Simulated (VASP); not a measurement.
## Ru: single point with PBE

Ru:

```
Ru
1.0
     0.00000    0.00000   -4.29677
     5.43999    0.00000    0.00000
    -2.72000   -4.71117    0.00000
Ru
8
Direct
  0.75000 0.83333 0.16667
  0.75000 0.33333 0.16667
  0.75000 0.83333 0.66667
  0.75000 0.33333 0.66667
  0.25000 0.16667 0.33333
  0.25000 0.66667 0.33333
  0.25000 0.16667 0.83333
  0.25000 0.66667 0.83333
```

```json
{
 "Program": "VASP 6.6.1",
 "Task": "single point",
 "Functional": "PBE",
 "Potentials or basis": "VASP PAW PBE potentials, release 64 (Ru_pv)",
 "Cutoff": "520 eV",
 "k mesh": "8 × 6 × 6",
 "Occupations": "gaussian, width 0.1 eV",
 "Spin": "no spin polarisation",
 "Dipole correction": "no",
 "Further INCAR settings": "ALGO = Fast; EDIFF = 1e-06; NBANDS = 66"
}
```

| Quantity | Value |
| --- | --- |
| Pressure | -0.1 GPa |
| Band gap on the k mesh | zero (bands 56 and 57 overlap by 1.60 eV) |

Levels at points of the mesh, in eV from the Fermi level:
```tsv
k point	band 53	band 54	band 55	band 56	band 57	band 58
(0.00, 0.00, 0.00)	-1.40	-1.40	1.13	1.13	1.27	1.35
(0.50, 0.00, 0.00)	0.41	0.41	0.41	0.41	0.50	0.50
(0.00, 0.50, 0.00)	-0.89	-0.89	-0.64	-0.64	-0.37	-0.37
(0.50, 0.50, 0.00)	-1.39	-1.39	-1.39	-1.39	0.49	0.49
```

It took 2.5 min on 1 thread of AMD EPYC 9R45 96-Core Processor (Zen 5) (shared host), peak memory 0.29 GiB.
